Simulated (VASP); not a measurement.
## InAs: single point with LDA

The system is InAs.

```
In As
1.0
     0.00000    3.07719    3.07719
     3.07719    0.00000    3.07719
     3.07719    3.07719    0.00000
In As
1 1
Direct
  0.00000 0.00000 0.00000
  0.75000 0.75000 0.75000
```

```yaml
Program: VASP 6.6.1
Task: single point
Functional: LDA
Potentials_or_basis: VASP PAW LDA potentials, release 64 (In_d, As_d)
Cutoff: 510 eV
k_mesh: 8 × 8 × 8
Occupations: fermi-dirac, width 0.05 eV
Spin: no spin polarisation
```

* Pressure: -3.2 GPa
* Band gap on the k mesh: zero (filled and empty bands touch)

Levels at points of the mesh, in eV from the Fermi level:
```csv
k point,band 10,band 11,band 12,band 13,band 14,band 15,band 16,band 17,band 18,band 19
"(0.00, 0.00, 0.00)",-14.19,-11.64,-0.72,-0.05,-0.05,-0.05,3.75,3.75,3.75,7.05
"(0.50, 0.00, 0.00)",-14.19,-10.32,-5.63,-0.97,-0.97,0.65,4.53,4.53,6.56,8.53
"(0.50, 0.50, 0.00)",-14.18,-9.83,-5.74,-2.22,-2.22,1.45,1.89,8.62,8.72,8.72
```

Wall time 55 s on 1 thread of AMD EPYC 7571, on a shared host, peak memory 0.14 GiB.

Caveat: the cell stands under tension; semilocal functionals underestimate gaps, and a narrow one can read as zero; spin-orbit coupling is left out, which moves the levels of the heavy elements.
